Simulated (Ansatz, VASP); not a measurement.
# One calculation of K, two programs

```
CELL_PARAMETERS angstrom
3.88290 0.00000 0.00000
0.00000 3.88290 0.00000
0.00000 0.00000 3.88290
ATOMIC_POSITIONS crystal
K 0.00000 0.00000 0.00000
```

Change from the starting cell: volume scaled by 0.76, crystal datasets.

Alike in both runs: task single point; functional PBEsol; k mesh 9 × 9 × 9; occupations fermi-dirac, width 0.1 eV; no spin polarisation.

```csv
,VASP,Ansatz
version,VASP 6.6.1,Ansatz 0.2.0
potentials or method,"VASP PAW PBE potentials, release 64 (K_sv), cutoff 500 eV","all-electron PAW with datasets made for the crystal, scalar-relativistic"
```

|  | VASP | Ansatz | Ansatz less VASP |
| --- | --- | --- | --- |
| pressure (GPa) | 1.3 | 1.3 | 0.00 |

VASP's potentials were made for PBE, not for PBEsol. Ansatz ran all-electron here, and VASP with PAW potentials.
